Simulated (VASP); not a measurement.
Wanted: the native input for a VASP 6.6.1 run.

| Item | Value |
| --- | --- |
| Task | single point |
| Functional | PBEsol |
| Potentials or basis | VASP PAW PBE potentials, release 64 (Ti_sv, C) |
| Cutoff | 520 eV |
| k mesh | 1 × 1 × 31 |
| Occupations | gaussian, width 0.05 eV |
| Spin | collinear spin |
| Starting moments | [1.5, 0.5] μB |
| Dipole correction | no |
| Further INCAR settings | ALGO = Normal; EDIFF = 1e-06; NBANDS = 19 |

The structure of TiC lies in POSCAR:

```
TiC
1.0
   10.7000000000      0.0000000000      0.0000000000
    0.0000000000      9.3000000000      0.0000000000
    0.0000000000      0.0000000000      2.0479306879
Ti C
1 1
Direct
    0.4187472395      0.5000000000      0.0000000000
    0.5812527605      0.5000000000      0.5000000000
```

These files were run (other wordings do the same):

INCAR

```
SYSTEM = TiC
ALGO = Normal
EDIFF = 1E-6
ENCUT = 520
GGA = PS
ISIF = 2
ISMEAR = 0
ISPIN = 2
LASPH = .True.
LCHARG = .False.
LMAXMIX = 4
LORBIT = 11
LREAL = .False.
LWAVE = .False.
MAGMOM = 1.5 0.5
NBANDS = 19
NELM = 150
PREC = Accurate
SIGMA = 0.05
```

KPOINTS

```
k-points
0
Gamma
  1 1 31
  0 0 0
```

Potentials or basis: VASP PAW PBE potentials, release 64 (Ti_sv, C).

The run is started by

```sh
$ cat potpaw_PBE.64/Ti_sv/POTCAR potpaw_PBE.64/C/POTCAR > POTCAR
$ mpirun -np 1 vasp_std > vasp.out
```

It gave:

```
Largest force                                         : 0.014 eV/Å
Net moment                                            : 0.06 μB per cell
Valence electrons inside the program's atomic spheres : Ti 10.91; C 2.16
```

Caveat: the PAW data sets were made with another functional, which shifts forces and pressure a little.

It took 2.1 min on 1 thread of AMD EPYC 9R45 96-Core Processor (Zen 5) (shared host), peak memory 0.36 GiB.
